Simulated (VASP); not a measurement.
## AlCr2C (k07): single point with PBE

Crystal: AlCr2C (k07).

```
Al Cr C
1.0
     2.84022    0.00000    0.00000
    -1.42011    2.45970    0.00000
     0.00000    0.00000   12.70308
Al Cr C
2 4 2
Direct
  0.66667 0.33333 0.25000
  0.33333 0.66667 0.75000
  0.33333 0.66667 0.41570
  0.66667 0.33333 0.91570
  0.66667 0.33333 0.58430
  0.33333 0.66667 0.08430
  0.00000 0.00000 0.50000
  0.00000 0.00000 0.00000
```

```
Program                : VASP 6.6.1
Task                   : single point
Functional             : PBE
Potentials or basis    : VASP PAW PBE potentials, release 64 (Al, Cr_pv, C)
Cutoff                 : 520 eV
k mesh                 : 21 × 21 × 4
Occupations            : gaussian, width 0.1 eV
Spin                   : no spin polarisation
Dipole correction      : no
Further INCAR settings : ALGO = Normal; EDIFF = 1e-07; NBANDS = 41
```

```yaml
Pressure: 0.1 GPa
Largest_force: 0.042 eV/Å
Band_gap_on_the_k_mesh: zero (band 31 reaches 10.34 eV, above the bottom of band 32 at 9.50 eV)
```

Forces on the atoms (eV/Å):
```
Al   0.000  0.000  0.000
Al   0.000  0.000  0.000
Cr   0.000  0.000 -0.042
Cr   0.000  0.000 -0.042
Cr   0.000  0.000  0.042
Cr   0.000  0.000  0.042
C    0.000  0.000  0.000
C    0.000  0.000  0.000
```

Stress tensor (GPa, compression positive):
```
 0.15  0.00  0.00
 0.00  0.15  0.00
 0.00  0.00 -0.02
```

Levels at points of the mesh, in eV from the Fermi level:
```
           k point  band 27  band 28  band 29  band 30  band 31  band 32  band 33  band 34
(0.00, 0.00, 0.00)    -1.06    -1.06    -1.04    -1.04    -0.22    -0.22    -0.19    -0.19
(0.00, 0.00, 0.50)    -1.05    -1.05    -1.05    -1.05    -0.21    -0.21    -0.21    -0.21
```

Wall time 6.9 min on 1 thread of Intel(R) Xeon(R) Platinum 8375C CPU @ 2.90GHz (Ice Lake), on a shared host, peak memory 0.53 GiB.

Spin polarisation is off, so any magnetic state and its effect on volume and gap are missing.
